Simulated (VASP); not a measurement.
Wanted: the native input for a VASP 6.6.1 run.

* Task: single point
* Functional: PBE
* Potentials or basis: VASP PAW PBE potentials, release 64 (Re, P)
* Cutoff: 600 eV
* k mesh: 8 × 8 × 8
* Occupations: gaussian, width 0.05 eV
* Spin: no spin polarisation
* Dipole correction: no
* Further INCAR settings: ALGO = Normal; EDIFF = 1e-06; NBANDS = 13

The structure of ReP lies in POSCAR:

```
ReP
1.0
    0.0000000000      2.4567972647      2.4567972647
    2.4567972647      0.0000000000      2.4567972647
    2.4567972647      2.4567972647      0.0000000000
Re P
1 1
Direct
    0.5000000000      0.5000000000      0.5000000000
    0.0000000000      0.0000000000      0.0000000000
```

These files were run (other wordings do the same):

INCAR

```
SYSTEM = ReP
PREC = Accurate
ENCUT = 600
EDIFF = 1E-6
ISMEAR = 0
SIGMA = 0.05
LREAL = .False.
LASPH = .True.
NELM = 120
ALGO = Normal
ISIF = 2
LWAVE = .False.
LCHARG = .False.
GGA = PE
NBANDS = 13
GGA_COMPAT = .False.
```

KPOINTS

```
Automatic mesh
0
Gamma
  8 8 8
  0 0 0
```

Potentials or basis: VASP PAW PBE potentials, release 64 (Re, P).

Launch:

```console
$ cat potpaw_PBE.64/Re/POTCAR potpaw_PBE.64/P/POTCAR > POTCAR
$ mpirun -np 1 vasp_std > vasp.out
```

It gave:

```json
{
 "Pressure": "0.9 GPa",
 "Band gap on the k mesh": "zero (bands 6 and 7 overlap by 0.51 eV)"
}
```

Caveat: spin-orbit coupling is left out, which moves the levels of the heavy elements.

It took 47 s on 1 thread of Intel Xeon 8259CL, on a shared host, peak memory 0.13 GiB.
